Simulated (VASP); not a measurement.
Wanted: the native input for a VASP 6.6.1 run.

```yaml
Task: single point
Functional: PBE
Potentials_or_basis: VASP PAW PBE potentials, release 64 (Si, Ni)
Cutoff: 520 eV
k_mesh: 14 × 14 × 14
Occupations: gaussian, width 0.15 eV
Spin: no spin polarisation
Dipole_correction: no
Further_INCAR_settings: ALGO = Fast; EDIFF = 1e-06; NBANDS = 25
```

The structure of SiNi3 lies in POSCAR:

```
SiNi3
1.0
    3.5062596291      0.0000000000     -0.1051877889
    0.0000000000      3.5062596291      0.0000000000
   -0.1051877889      0.0000000000      3.5062596291
Si Ni
1 3
Direct
    0.0000000000      0.0000000000      0.0000000000
    0.0000000000      0.5000000000      0.5000000000
    0.5000000000      0.0000000000      0.5000000000
    0.5000000000      0.5000000000      0.0000000000
```

This cell differs from its parent crystal: strain -0.0600 x Voigt [0, 0, 0, 0, 1, 0].

One way to write it, as run:

INCAR

```
PREC = Accurate
ENCUT = 520
EDIFF = 1E-6
ISMEAR = 0
SIGMA = 0.15
LREAL = F
LASPH = T
NELM = 60
ALGO = Fast
ISIF = 2
LWAVE = F
LCHARG = F
GGA = PE
NBANDS = 25
```

KPOINTS

```
Automatic mesh
0
Gamma
  14 14 14
```

Potentials or basis: VASP PAW PBE potentials, release 64 (Si, Ni).

Launch:

```sh
$ cat potpaw_PBE.64/Si/POTCAR potpaw_PBE.64/Ni/POTCAR > POTCAR
$ mpirun -np 1 vasp_std > vasp.out
```

Results of the run:

```
Pressure               : 0.9 GPa
Band gap on the k mesh : zero (bands 17 and 18 overlap by 0.29 eV)
```

Caveat: the cell differs from its parent crystal (strain -0.0600 x Voigt [0, 0, 0, 0, 1, 0]).

Wall time 16 min on 1 thread of Intel Xeon 8259CL, with other jobs on the host, peak memory 0.48 GiB.
